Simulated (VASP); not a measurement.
**H2CO2: single point with PBE+D3(BJ)**

H2CO2:

```
CELL_PARAMETERS angstrom
7.38766 0.00000 0.00000
0.00000 7.38766 0.00000
0.00000 0.00000 7.38766
ATOMIC_POSITIONS crystal
O 0.51728 0.64048 0.74353
O 0.72727 0.53510 0.54657
O 0.05685 0.62856 0.32180
O 0.19620 0.69556 0.58552
O 0.28716 0.84368 0.15445
O 0.32160 0.99218 0.89347
O 0.44917 0.21237 0.65753
O 0.49131 0.96754 0.47683
O 0.75721 0.97984 0.83461
O 0.94529 0.88566 0.05368
O 0.80317 0.11549 0.27745
O 0.78858 0.27734 0.02019
O 0.20522 0.50614 0.92225
O 0.41094 0.35545 0.09218
O 0.96155 0.17513 0.62468
O 0.12076 0.29430 0.39505
C 0.66770 0.54930 0.69940
C 0.10159 0.73614 0.45633
C 0.37972 0.94439 0.04188
C 0.47680 0.12988 0.49931
C 0.88215 0.87373 0.89838
C 0.78198 0.26824 0.18643
C 0.25971 0.37010 0.02913
C 0.08071 0.28902 0.55642
H 0.45548 0.69298 0.63501
H 0.73135 0.49024 0.82101
H 0.11009 0.50457 0.34454
H 0.04325 0.87313 0.43888
H 0.16120 0.82767 0.10565
H 0.51351 0.97867 0.09684
H 0.42239 0.11714 0.75292
H 0.48539 0.23110 0.38894
H 0.75686 0.09743 0.91058
H 0.93178 0.77059 0.80421
H 0.85025 0.01770 0.19100
H 0.75512 0.38620 0.27335
H 0.31504 0.57645 0.88593
H 0.14679 0.27272 0.05080
H 0.89521 0.11952 0.52234
H 0.13968 0.37820 0.65902
```

- Program: VASP 6.6.1
- Task: single point
- Functional: PBE
- Dispersion: D3(BJ)
- Potentials or basis: VASP PAW PBE potentials, release 64 (O_h, C_h, H_h)
- Cutoff: 910 eV
- k mesh: 1 × 1 × 1
- Occupations: fermi-dirac, width 0.02 eV
- Spin: no spin polarisation
- Dipole correction: no
- Further INCAR settings: LREAL = Auto; ALGO = Normal; EDIFF = 1e-06; NBANDS = 98

* Pressure: 1.3 GPa
* Largest force: 0.395 eV/Å
* Band gap on the k mesh: 3.87 eV
* Dispersion energy per atom: -0.059 eV

Forces in eV/Å, atoms in the order of the input:
```
O   -0.195  0.149 -0.137
O    0.039 -0.002  0.092
O   -0.086 -0.008 -0.047
O   -0.157 -0.004  0.015
O    0.025  0.003  0.032
O    0.108  0.024  0.149
O    0.004 -0.039 -0.055
O   -0.039 -0.063 -0.005
O    0.012  0.012 -0.008
O   -0.016  0.013 -0.031
O    0.026  0.011  0.032
O    0.054  0.030  0.020
O    0.271  0.038 -0.085
O   -0.141 -0.130 -0.013
O   -0.103  0.014  0.001
O   -0.004  0.041 -0.026
C   -0.082  0.004 -0.275
C    0.054  0.190  0.027
C   -0.125 -0.059 -0.204
C    0.126  0.151 -0.045
C   -0.009  0.075  0.175
C   -0.102  0.017 -0.099
C   -0.059  0.008  0.055
C    0.086 -0.050  0.002
H    0.258 -0.050  0.294
H   -0.082 -0.023  0.025
H   -0.004  0.001  0.029
H    0.045 -0.103 -0.018
H    0.024 -0.053  0.002
H    0.052  0.009 -0.005
H   -0.047 -0.004  0.077
H   -0.056 -0.107  0.062
H    0.028 -0.045 -0.048
H    0.017 -0.127 -0.071
H    0.006 -0.009 -0.022
H    0.027 -0.003 -0.011
H   -0.228 -0.178  0.040
H    0.258  0.236  0.018
H    0.019 -0.009  0.009
H   -0.004  0.040  0.047
```

Stress tensor (GPa, compression positive):
```
 1.08  0.55 -0.53
 0.55  1.05 -0.58
-0.53 -0.58  1.72
```

Levels at points of the mesh, in eV from the valence-band top:
```csv
k point,band 69,band 70,band 71,band 72,band 73,band 74,band 75,band 76
"(0.00, 0.00, 0.00)",-0.56,-0.51,-0.40,0.00,3.87,4.00,4.37,4.49
```

It took 2.4 min on 1 thread of Intel(R) Xeon(R) Platinum 8488C (Sapphire Rapids), with other jobs on the host, peak memory 0.92 GiB.

Caveat: the k points lie up to 0.85 Å⁻¹ apart; the cutoff is under 1.25 times the usual one of these potentials, so pressure, stress and relaxed cells hold a basis-set (Pulay) error.
